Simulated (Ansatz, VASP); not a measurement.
**Be2ZnN2: VASP beside Ansatz**

```
Be Zn N
1.0
    -1.50645    1.50645    4.73667
     1.50645   -1.50645    4.73667
     1.50645    1.50645   -4.73667
Be Zn N
2 1 2
Direct
  0.34430 0.34430 0.00000
  0.65570 0.65570 0.00000
  0.00000 0.00000 0.00000
  0.14110 0.14110 0.00000
  0.85890 0.85890 0.00000
```

Alike in both runs: task relaxation of cell and atoms; functional PBE; k mesh 10 × 10 × 10; occupations gaussian, width 0.1 eV; no spin polarisation.

|  | VASP | Ansatz |
| --- | --- | --- |
| version | VASP 6.6.1 | Ansatz 0.2.0 |
| potentials or method | VASP PAW PBE potentials, release 64 (Be, Zn, N), cutoff 600 eV | scalar-relativistic, plane waves, PAW |
| valence electrons in the cell | 26 | 26 |

|  | VASP | Ansatz | Ansatz less VASP |
| --- | --- | --- | --- |
| gap on the k mesh at the Fermi level, each at its own relaxed structure (eV) | none | none | - |
| relaxed volume (Å³/atom) | 10.32 | 8.57 | -1.754 |
| relaxed cell length with the largest relative difference (Å) | 6.167 | 6.049 | -0.1175 |

A gap of «none» marks a metal or a gap that the smearing closes. One of these differences is far larger than is usual between the two programs; its cause wasn't traced.

Noted on VASP's run: the volume moved by over 15 % at a fixed basis, so the end points are rough.
